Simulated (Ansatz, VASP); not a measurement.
**VO2 in VASP and in Ansatz**

```xyz
6
Lattice="4.6439 0.0000 0.0000 0.0000 4.6439 0.0000 0.0000 0.0000 2.9088" Properties=species:S:1:pos:R:3 pbc="T T T"
V     0.0000    0.0000    0.0000
V     2.3220    2.3220    1.4544
O     1.4066    1.4066    0.0000
O     0.9154    3.7285    1.4544
O     3.2373    3.2373    0.0000
O     3.7285    0.9154    1.4544
```

Change from the starting cell: volume scaled by 1.06, ions relaxed.

Alike in both runs: functional PBE; k mesh 10 × 10 × 16; occupations fermi-dirac, width 0.05 eV; collinear spin.

Ansatz relaxed the structure, and its values are those at the end. VASP's run is a single point on that final structure, the one shown.

|  | VASP | Ansatz |
| --- | --- | --- |
| version | VASP 6.6.1 | Ansatz 0.2.0 |
| potentials or method | VASP PAW PBE potentials, release 64 (V_sv, O) | plane-wave PAW, scalar-relativistic |
| plane-wave cutoff (eV) | 600 | 420 |
| valence electrons in the cell | 50 | 50 |

```tsv
	VASP	Ansatz	Ansatz less VASP
pressure (GPa)	-9.9	-10.3	-0.48
rms of the force components (eV/Å)	0.013	0.001	-0.0125
net moment per atom (μB)	0.33	0.33	0.000
size of the moment on the site where the two differ most (μB)	1.07	0.86	-0.210
```

Site moments also hang on the region over which each program counts them. Ansatz's warnings: stress scf threshold loose.
